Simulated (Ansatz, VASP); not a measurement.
# Ge: VASP beside Ansatz

```xyz
4
Lattice="2.8798 2.8798 0.0000 -2.8798 2.8798 0.0000 0.2444 0.2444 5.7596" Properties=species:S:1:pos:R:3 pbc="T T T"
Ge    0.1381    3.0179    2.8773
Ge    1.4851    1.4851    1.4424
Ge    0.0159    0.0159   -0.0025
Ge   -1.2725    1.6073    4.3222
```

Change from the starting cell: shear of c along a, cell held, atoms relaxed: +6.0 %.

Alike in both runs: functional PBE; k mesh 14 × 14 × 10; occupations gaussian, width 0.1 eV; no spin polarisation.

Ansatz relaxed the structure, and its values are those at the end. VASP's run is a single point on that final structure, the one shown.

|  | VASP | Ansatz |
| --- | --- | --- |
| version | VASP 6.6.1 | Ansatz 0.2.0 |
| potentials or method | VASP PAW PBE potentials, release 64 (Ge_d), cutoff 520 eV | scalar-relativistic, plane waves, PAW |
| valence electrons in the cell | 56 | 56 |

VASP gave:

| Quantity | Value |
| --- | --- |
| gap on the k mesh at the Fermi level (eV) | none |
| pressure (GPa) | 0.1 |

Estimate Ansatz's values.

gap on the k mesh at the Fermi level (eV): none; pressure (GPa): 0.2.

A gap of «none» marks a metal or a gap that the smearing closes. The functional is the same, so the differences come from potentials, cutoffs and numerics. Ansatz's warnings: stress scf threshold loose.
